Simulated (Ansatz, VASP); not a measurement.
**CrCuO2: VASP beside Ansatz**

POSCAR

```
CrCuO2
1.0
    1.4867000139      0.8583466533      5.7000000000
   -1.4867000139      0.8583466533      5.7000000000
    0.0000000000     -1.7166933065      5.7000000000
Cr Cu O
1 1 2
Direct
    0.5000000000      0.5000000000      0.5000000000
    0.0000000000      0.0000000000      0.0000000000
    0.1079200000      0.1079200000      0.1079200000
    0.8920800000      0.8920800000      0.8920800000
```

Contents of INCAR.step1:

```
SYSTEM = CrCuO2
  ALGO = Normal
  EDIFF = 1E-5
  ENCUT = 660
  GGA = PE
  GGA_COMPAT = .False.
  ISMEAR = 0
  ISPIN = 2
  LASPH = .True.
  LCHARG = .False.
  LMAXMIX = 4
  LREAL = .False.
  LWAVE = .True.
  MAGMOM = 3 1 0 0
  NBANDS = 30
  NELM = 200
  PREC = Accurate
  SIGMA = 0.1
```

The input INCAR.step2:

```
SYSTEM = CrCuO2
  ALGO = Normal
  EDIFF = 1E-6
  ENCUT = 660
  GGA_COMPAT = .False.
  ISIF = 2
  ISMEAR = 0
  ISPIN = 2
  ISTART = 1
  LASPH = .True.
  LCHARG = .False.
  LMAXMIX = 4
  LMIXTAU = .True.
  LORBIT = 11
  LREAL = .False.
  LWAVE = .False.
  MAGMOM = 3 1 0 0
  METAGGA = R2SCAN
  NBANDS = 30
  NELM = 200
  PREC = Accurate
  SIGMA = 0.1
```

File KPOINTS:

```
k-points
0
Gamma
  6 6 6
  0 0 0
```

Input for Ansatz:

```yaml
crystal:
  lattice:
    - [1.4867000139, 0.8583466533, 5.7]
    - [-1.4867000139, 0.8583466533, 5.7]
    - [0.0, -1.7166933065, 5.7]
  atoms:
    - { symbol: Cr, position: [0.5, 0.5, 0.5], spin: 3.0 }
    - { symbol: Cu, position: [0.0, 0.0, 0.0], spin: 1.0 }
    - { symbol: O, position: [0.10792, 0.10792, 0.10792] }
    - { symbol: O, position: [0.89208, 0.89208, 0.89208] }
basis:
  ecutwfc: 500
kpoints:
  mp_grid: { grid: [6, 6, 6] }
hamiltonian:
  xc: r2scan
scf:
  occupations: { method: gaussian, width: 0.1 }
  lower_state_search: "off"
output:
  forces: true
  stress: true
  eigenvalues: true
  populations: true
magnetization:
  spin_polarized: true
```

Alike in both runs: task single point; functional r2SCAN; k mesh 6 × 6 × 6; occupations gaussian, width 0.1 eV; collinear spin.

|  | VASP | Ansatz |
| --- | --- | --- |
| version | VASP 6.6.1 | Ansatz 0.2.0 |
| potentials or method | VASP PAW PBE potentials, release 64 (Cr_pv, Cu, O), cutoff 660 eV | scalar-relativistic, plane waves, PAW |
| valence electrons in the cell | 35 | 45 |

|  | VASP | Ansatz | Ansatz less VASP |
| --- | --- | --- | --- |
| gap on the k mesh at the Fermi level (eV) | 1.40 | 1.76 | +0.360 |
| least direct gap on the mesh (eV) | 1.42 | 2.13 | +0.707 |
| pressure (GPa) | 0.4 | -0.4 | -0.75 |
| traceless stress, the component that is largest in VASP (GPa) | -0.87 | -1.68 | -0.811 |
| rms of the force components (eV/Å) | 0.017 | 0.023 | +0.0058 |
| net moment per atom (μB) | 0.75 | 0.75 | 0.000 |
| size of the moment on the site where the two differ most (μB) | 2.88 | 2.45 | -0.435 |

VASP's potentials were made for PBE, not for r2SCAN. Site moments also hang on the region over which each program counts them. Atom by atom the forces differ by 0.006 eV/Å (rms over components). VASP's potentials hold 35 valence electrons a cell and Ansatz's 45, so a difference there can come from the potentials and not from the codes. Ansatz's warnings: stability check not made.
